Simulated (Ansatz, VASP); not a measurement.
Rh in VASP and in Ansatz

```
Rh
1.0
    -1.51095    1.51095    1.51095
     1.51095   -1.51095    1.51095
     1.51095    1.51095   -1.51095
Rh
1
Direct
  0.00000 0.00000 0.00000
```

Alike in both runs: task single point; functional PBE; k mesh 20 × 20 × 20; occupations gaussian, width 0.1 eV; no spin polarisation.

|  | VASP | Ansatz |
| --- | --- | --- |
| version | VASP 6.6.1 | Ansatz 0.2.0 |
| potentials or method | VASP PAW PBE potentials, release 64 (Rh_pv), cutoff 520 eV | scalar-relativistic, plane waves, PAW |
| valence electrons in the cell | 15 | 17 |

```tsv
	VASP	Ansatz	Ansatz less VASP
gap on the k mesh at the Fermi level (eV)	none	none	-
pressure (GPa)	12.5	12.5	-0.05
```

A gap of «none» marks a metal or a gap that the smearing closes. VASP's potentials hold 15 valence electrons a cell and Ansatz's 17, so a difference there can come from the potentials and not from the codes.
